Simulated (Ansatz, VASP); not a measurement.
Pd in VASP and in Ansatz

Contents of INCAR:

```
PREC = Accurate
ENCUT = 600
EDIFF = 1E-6
ISMEAR = -1
SIGMA = 0.1
LREAL = False
LASPH = True
NELM = 60
ALGO = Normal
ISIF = 3
LWAVE = False
LCHARG = False
IBRION = 2
NSW = 80
EDIFFG = -0.01
```

KPOINTS

```
Automatic mesh
0
Gamma
  13 13 4
```

The input POSCAR:

```
Pd
1.0
    2.7505001182      0.0000000000      0.0000000000
   -1.3752500591      2.3820029755      0.0000000000
    0.0000000000      0.0000000000      8.9831333861
Pd
4
Direct
    0.0000000000      0.0000000000      0.0000000000
    0.0000000000      0.0000000000      0.5000000000
    0.3333333333      0.6666666667      0.2500000000
    0.6666666667      0.3333333333      0.7500000000
```

Input for Ansatz:

```yaml
crystal:
  lattice:
    - [2.7505001182, 0.0, 0.0]
    - [-1.3752500591, 2.3820029755, 0.0]
    - [0.0, 0.0, 8.9831333861]
  atoms:
    - { symbol: Pd, position: [0.0, 0.0, 0.0] }
    - { symbol: Pd, position: [0.0, 0.0, 0.5] }
    - { symbol: Pd, position: [0.3333333333, 0.6666666667, 0.25] }
    - { symbol: Pd, position: [0.6666666667, 0.3333333333, 0.75] }
hamiltonian:
  xc: lda
  pseudopotentials:
    kind: paw
    azcp:
      Pd: "pseudopotentials/Pd.paw.azcp"
basis:
  ecutwfc: 420
  fft_grid_basis: typed
kpoints:
  mp_grid: { grid: [13, 13, 4], shift: [0, 0, 0] }
magnetization:
  spin_polarized: false
scf:
  occupations: { method: fermi_dirac, width: 0.1 }
relax:
  max_steps: 60
  f_tol: 0.01
  cell: {}
```

Alike in both runs: task relaxation of cell and atoms; functional LDA; k mesh 13 × 13 × 4; occupations fermi-dirac, width 0.1 eV; no spin polarisation.

|  | VASP | Ansatz |
| --- | --- | --- |
| version | VASP 6.6.1 | Ansatz 0.2.0 |
| potentials or method | VASP PAW LDA potentials, release 64 (Pd), cutoff 600 eV | plane waves (420 eV) with PAW, scalar-relativistic |
| valence electrons in the cell | 40 | 72 |

```csv
,VASP,Ansatz,Ansatz less VASP
relaxed volume (Å³/atom),14.22,14.20,-0.017
relaxed cell length with the largest relative difference (Å),2.711,2.709,-0.0015
```

Ansatz warns that its potentials were made for another functional, while VASP's fit it. LDA's correlation is that of Perdew and Zunger in VASP and of Perdew and Wang (1992) in Ansatz. VASP's potentials hold 40 valence electrons a cell and Ansatz's 72, so a difference there can come from the potentials and not from the codes.

Noted on VASP's run: too few bands were computed for a metal, which touches its energy and stress.
